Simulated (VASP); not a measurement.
# Be3N2 (R3m) in VASP: notebook, part 2 of 3

VASP 6.6.1. The steps go on from the part before.

## 3. Single point, LDA

This run uses another cell than the first one, of the same volume but with other edges.

The input, INCAR:

```
ALGO = Normal
EDIFF = 1E-6
ENCUT = 520
ISIF = 2
ISMEAR = 0
LASPH = True
LCHARG = False
LREAL = False
LWAVE = False
NBANDS = 16
NELM = 80
PREC = Accurate
SIGMA = 0.05
```

The input, KPOINTS:

```
k-points
0
Gamma
  12 12 12
```

The input, POSCAR:

```
Be3N2
1.0
    1.3360877112      0.7713905997      5.4951411156
   -1.3360877112      0.7713905997      5.4951411156
    0.0000000000     -1.5427811995      5.4951411156
Be N
3 2
Direct
    0.8590010800      0.8590010800      0.8590010800
    0.3176945600      0.3176945600      0.3176945600
    0.0888067700      0.0888067700      0.0888067700
    0.2041626800      0.2041626800      0.2041626800
    0.7084349100      0.7084349100      0.7084349100
```

Potentials or basis: VASP PAW LDA potentials, release 64 (Be, N).

The run is started by

```console
cat potpaw_LDA.64/Be/POTCAR potpaw_LDA.64/N/POTCAR > POTCAR
mpirun -np 1 vasp_std > vasp.out
```

OUTCAR:

```text
EDIFF = 1E-6
   ENCUT = 520
   ISIF = 2
   ISMEAR = 0
   LASPH = True
   LREAL = False
   NELM = 80
   PREC = Accurate

 ion  position               nearest neighbor table
   1  0.859  0.859  0.859-   4 1.56   4 1.56   4 1.56   3 2.30   3 2.30   3 2.30
   2  0.318  0.318  0.318-   5 1.81   5 1.81   5 1.81   4 1.87   3 2.31   3 2.31   3 2.31
   3  0.089  0.089  0.089-   5 1.73   5 1.73   5 1.73   4 1.90   1 2.30   1 2.30   1 2.30   2 2.31
                             2 2.31   2 2.31
   4  0.204  0.204  0.204-   1 1.56   1 1.56   1 1.56   2 1.87   3 1.90
   5  0.708  0.708  0.708-   3 1.73   3 1.73   3 1.73   2 1.81   2 1.81   2 1.81

  LATTYP: Found a trigonal (rhomboedric) cell.
 ALAT       =     5.7076045509
 COS(alpha) =     0.8904046359

  Lattice vectors:

 A1 = (   1.3360877112,   0.7713905997,   5.4951411156)
 A2 = (  -1.3360877112,   0.7713905997,   5.4951411156)
 A3 = (   0.0000000000,  -1.5427811995,   5.4951411156)

Analysis of symmetry for initial positions (statically):
=====================================================================
 Subroutine PRICEL returns:
 Original cell was already a primitive cell.

 Routine SETGRP: Setting up the symmetry group for a
 trigonal (rhombohedral) supercell.

 Subroutine GETGRP returns: Found  6 space group operations
 (whereof  6 operations were pure point group operations)
 out of a pool of 12 trial point group operations.

The static configuration has the point symmetry C_3v.

Analysis of symmetry for dynamics (positions and initial velocities):
=====================================================================
 Subroutine PRICEL returns:
 Original cell was already a primitive cell.

 Routine SETGRP: Setting up the symmetry group for a
 trigonal (rhombohedral) supercell.

 Subroutine GETGRP returns: Found  6 space group operations
 (whereof  6 operations were pure point group operations)
 out of a pool of 12 trial point group operations.

The dynamic configuration has the point symmetry C_3v.

 Subroutine INISYM returns: Found  6 space group operations
 (whereof  6 operations are pure point group operations),
 and found     1 'primitive' translations

----------------------------------------------------------------------------------------

                                     Primitive cell

  volume of cell :      33.9813

  direct lattice vectors                    reciprocal lattice vectors
     1.336087711  0.771390600  5.495141116     0.374226928  0.216060018  0.060659649
    -1.336087711  0.771390600  5.495141116    -0.374226928  0.216060018  0.060659649
     0.000000000 -1.542781200  5.495141116     0.000000000 -0.432120035  0.060659649

  length of vectors
     5.707604551  5.707604551  5.707604551     0.436356870  0.436356870  0.436356870

  position of ions in fractional coordinates (direct lattice)
     0.859001080  0.859001080  0.859001080
     0.317694560  0.317694560  0.317694560
     0.088806770  0.088806770  0.088806770
     0.204162680  0.204162680  0.204162680
     0.708434910  0.708434910  0.708434910

  ion indices of the primitive-cell ions
   primitive index   ion index
                 1           1
                 2           2
                 3           3
                 4           4
                 5           5

----------------------------------------------------------------------------------------

 KPOINTS: k-points

Automatic generation of k-mesh.
 Grid dimensions read from file:
 generate k-points for:   12   12   12

 Generating k-lattice:

  Cartesian coordinates                     Fractional coordinates (reciprocal lattice)
     0.031185577  0.018005001  0.005054971     0.083333333 -0.000000000  0.000000000
    -0.031185577  0.018005001  0.005054971    -0.000000000  0.083333333  0.000000000
     0.000000000 -0.036010003  0.005054971     0.000000000  0.000000000  0.083333333

  Length of vectors
     0.036363073  0.036363073  0.036363073

  Shift w.r.t. Gamma in fractional coordinates (k-lattice)
     0.000000000  0.000000000  0.000000000

 Subroutine IBZKPT returns following result:
 ===========================================

 Found    189 irreducible k-points:

 Following reciprocal coordinates:
            Coordinates               Weight
  0.000000  0.000000  0.000000      1.000000
  0.083333  0.000000 -0.000000      6.000000
  0.166667  0.000000  0.000000      6.000000
  0.250000 -0.000000  0.000000      6.000000
  0.333333  0.000000  0.000000      6.000000
  0.416667 -0.000000 -0.000000      6.000000
[... 16 lines left out ...]
  0.500000  0.166667  0.000000     12.000000
 -0.416667  0.166667 -0.000000     12.000000
 [... further k-points ...]
   k-points           NKPTS =    189   k-points in BZ     NKDIM =    189   number of bands    NBANDS=     16
   number of dos      NEDOS =    301   number of ions     NIONS =      5
   total plane-waves  NPLWV =  74088
   dimension x,y,z NGX =    42 NGY =   42 NGZ =   42
   dimension x,y,z NGXF=    84 NGYF=   84 NGZF=   84
   ions per type =               3   2
   NGX,Y,Z   is equivalent  to a cutoff of  12.23, 12.23, 12.23 a.u.
   NGXF,Y,Z  is equivalent  to a cutoff of  24.47, 24.47, 24.47 a.u.
 SYSTEM =  unknown system
   PREC   = accura    normal or accurate (medium, high low for compatibility)
   ISTART =      0    job   : 0-new  1-cont  2-samecut
   ICHARG =      2    charge: 1-file 2-atom 10-const
   ISPIN  =      1    spin polarized calculation?
   LNONCOLLINEAR =      F non collinear calculations
   LSORBIT =      F    spin-orbit coupling
   LASPH  =      T    aspherical Exc in radial PAW
   ENCUT  =  520.0 eV  38.22 Ry    6.18 a.u.  10.61 10.61 10.61*2*pi/ulx,y,z
   NELM   =     80;   NELMIN=  2; NELMDL= -5     # of ELM steps
   EDIFF  = 0.1E-05   stopping-criterion for ELM
   LREAL  =      F    real-space projection
[... 7 lines left out ...]
   TEBEG  =    0.0;   TEEND  =   0.0 temperature during run
   PSTRESS=    0.0 pullay stress
   NELECT =      16.0000    total number of electrons
   NUPDOWN=      -1.0000    fix difference up-down
   EMIN   =  10.00;   EMAX   =-10.00  energy-range for DOS
   EFERMI =   0.00;   METHOD = LEGACY
   ISMEAR =     0;   SIGMA  =   0.05  broadening in eV -4-tet -1-fermi 0-gaus
   EFERMI_NEDOS =   21; number of points for ismear=-14 and -15
   IALGO  =     38    algorithm
   IMIX   =      4    mixing-type and parameters
     AMIX     =   0.40;   BMIX     =  1.00
     AMIX_MAG =   1.60;   BMIX_MAG =  1.00
  volume/ion in A,a.u.               =       6.80        45.86
  Fermi-wavevector in a.u.,A,eV,Ry     =   1.273606  2.406766 22.069625  1.622072
  Thomas-Fermi vector in A             =   2.406420
   LORBIT       =      0    0 simple, 1 ext, 2 COOP (PROOUT), +10 PAW based schemes
   GGA     = CA    functional components
   LHFCALC =     F    Hartree Fock is set to
   AEXX    =    0.0000 exact exchange contribution
   IVDW    =     0    specifies the selected vdW correction
   LEPSILON=     F    determine dielectric tensor
   LRPA    =     F    only Hartree local field effects (RPA)
 non-spin polarized calculation
 Gauss-broadening in eV      SIGMA  =   0.05
  energy-cutoff  :      520.00
  volume of cell :       33.98
 maximum number of plane-waves:       940
   NGX = 21   NGY = 21   NGZ = 21

 number of electron      16.0000000 magnetization

 Free energy of the ion-electron system (eV)
  ---------------------------------------------------
  ext. energy  EPLUGINS =         0.00000000
  ---------------------------------------------------
  free energy    TOTEN  =       -35.72309765 eV

  energy without entropy =      -35.72309765  energy(sigma->0) =      -35.72309765

 E-fermi :   6.5878     XC(G=0): -11.5700

 val. band max:        6.3539730895   @ k =   0.0000   0.0000   0.0000
 cond. band min:       8.0151719536   @ k =   0.5000   0.5000   0.0000
 fundamental gap:      1.6611988640
 Fermi energy:         6.5878430955

 k-point     1 :       0.0000    0.0000    0.0000
  band No.  band energies     occupation
      1     -10.8163      2.00000
      2      -8.7927      2.00000
      3      -2.2500      2.00000
      4       3.8939      2.00000
      5       5.5310      2.00000
      6       5.5310      2.00000
[... 8 lines left out ...]
     15      19.2719      0.00000
     16      19.4742      0.00000
[... 419 lines left out ...]
 k-point    24 :      -0.4167    0.1667   -0.0000
  band No.  band energies     occupation
      1      -7.8543      2.00000
      2      -7.0444      2.00000
      3      -1.4926      2.00000
      4       0.4944      2.00000
      5       1.7617      2.00000
      6       1.9994      2.00000
[... 8 lines left out ...]
     15      19.2232      0.00000
     16      19.8829      0.00000

 [... further k-points ...]
[... 5 lines left out ...]
  --------------------------------------------------------------------------------------
  -------------------------------------------------------------------------------------
  Total        6.1264601      6.1264601    -10.0461105      0.0000000      0.0000000      0.0000000
  in kB      288.8555917    288.8555917   -473.6626270      0.0000000      0.0000000      0.0000000
  external PRESSURE =      34.6828521 kB  Pullay stress =       0.0000000 kB

 VOLUME and BASIS-vectors are now :
 -----------------------------------------------------------------------------
  energy-cutoff  :      520.00
  volume of cell :       33.98
      direct lattice vectors                 reciprocal lattice vectors
     1.336087711  0.771390600  5.495141116     0.374226928  0.216060018  0.060659649
    -1.336087711  0.771390600  5.495141116    -0.374226928  0.216060018  0.060659649
     0.000000000 -1.542781200  5.495141116     0.000000000 -0.432120035  0.060659649

 POSITION                                       TOTAL-FORCE (eV/Angst)
 -----------------------------------------------------------------------------------
      0.00000     -0.00000     14.16100         0.000000     -0.000000      1.212708
      0.00000     -0.00000      5.23733         0.000000     -0.000000      0.385304
      0.00000     -0.00000      1.46402         0.000000      0.000000     -0.595047
      0.00000     -0.00000      3.36571         0.000000      0.000000     -0.389566
      0.00000     -0.00000     11.67885         0.000000      0.000000     -0.613399
 -----------------------------------------------------------------------------------
    total drift:                                0.000000     -0.000000     -0.000308

  FREE ENERGIE OF THE ION-ELECTRON SYSTEM (eV)
  ---------------------------------------------------
  free  energy   TOTEN  =       -35.7230976500 eV

  energy  without entropy=      -35.7230976500  energy(sigma->0) =      -35.72309765
```

stdout:

```text
POSCAR found type information on POSCAR BeN
 POSCAR found :  2 types and       5 ions
 scaLAPACK will be used
 LDA part: xc-table for (Slater(with rela. corr.)+CA(PZ))
 , standard interpolation
 POSCAR, INCAR and KPOINTS ok, starting setup
 FFT: planning ... GRIDC
 FFT: planning ... GRID_SOFT
 FFT: planning ... GRID
 WAVECAR not read
 entering main loop
```

It took 2.5 min on 1 thread of AMD EPYC 9R45 (Zen 5), shared host; peak memory 0.22 GiB.

Results:

```
Free energy            : -35.7231 eV
Pressure               : 3.5 GPa
Largest force          : 1.213 eV/Å
Band gap on the k mesh : 1.66 eV, indirect (least direct gap 2.56 eV)
```

Forces on the atoms (eV/Å):
```
Be   0.000  0.000  1.213
Be   0.000  0.000  0.385
Be   0.000  0.000 -0.595
N    0.000  0.000 -0.390
N    0.000  0.000 -0.613
```

Stress tensor (GPa, compression positive):
```
 28.89   0.00   0.00
  0.00  28.89   0.00
  0.00   0.00 -47.37
```

Caveat: forces of over 1 eV/Å act on the atoms, so gaps and moduli don't describe the material at rest.

## 4. Single point, LDA

This run uses another cell than the first one, of the same volume but with other edges.

The input, INCAR:

```
ALGO = Normal
EDIFF = 1E-6
ENCUT = 520
ISIF = 2
ISMEAR = 0
LASPH = T
LCHARG = F
LREAL = F
LWAVE = F
NBANDS = 16
NELM = 100
PREC = Accurate
SIGMA = 0.05
```

KPOINTS is that of step 3.

POSCAR, as its differences from that of step 3:

```diff
@@ -2,5 +2,5 @@
 1.0
-    1.3360877112      0.7713905997      5.4951411156
-   -1.3360877112      0.7713905997      5.4951411156
-    0.0000000000     -1.5427811995      5.4951411156
+    1.4598204475      0.8428277283      4.6030946368
+   -1.4598204475      0.8428277283      4.6030946368
+    0.0000000000     -1.6856554566      4.6030946368
 Be N
```

The run is started by

```console
cat potpaw_LDA.64/Be/POTCAR potpaw_LDA.64/N/POTCAR > POTCAR
mpirun -np 1 vasp_std > vasp.out
```

It took 93 s on 1 thread of AMD EPYC 9R45 (Zen 5), shared host; peak memory 0.19 GiB.

The run converged. Its results:

```yaml
Free_energy: -36.4943 eV
Pressure: -6.4 GPa
Largest_force: 0.578 eV/Å
Band_gap_on_the_k_mesh: 2.80 eV, indirect (least direct gap 3.43 eV)
```

Forces in eV/Å, atoms in the order of the input:
```
Be   0.000  0.000 -0.578
Be   0.000  0.000  0.496
Be   0.000  0.000 -0.344
N    0.000  0.000  0.050
N    0.000  0.000  0.376
```

Stress tensor (GPa, compression positive):
```
-18.26   0.00   0.00
  0.00 -18.26   0.00
  0.00   0.00  17.19
```

Levels at points of the mesh, in eV from the valence-band top:
| k point | band 5 | band 6 | band 7 | band 8 | band 9 | band 10 | band 11 | band 12 |
| --- | --- | --- | --- | --- | --- | --- | --- | --- |
| (0.00, 0.00, 0.00) | -1.56 | -0.10 | -0.10 | 0.00 | 5.81 | 7.45 | 7.45 | 8.16 |
| (0.50, 0.00, 0.00) | -3.71 | -3.15 | -2.91 | -2.26 | 5.32 | 6.81 | 10.51 | 10.99 |
| (0.50, 0.50, 0.00) | -3.84 | -3.33 | -1.17 | -0.63 | 2.80 | 7.96 | 8.82 | 9.35 |
| (0.50, 0.50, 0.50) | -1.25 | -1.25 | -0.64 | -0.64 | 6.17 | 8.51 | 8.51 | 8.62 |

 A k mesh can miss the band edges.

(Part 2 of 3 ends here.)
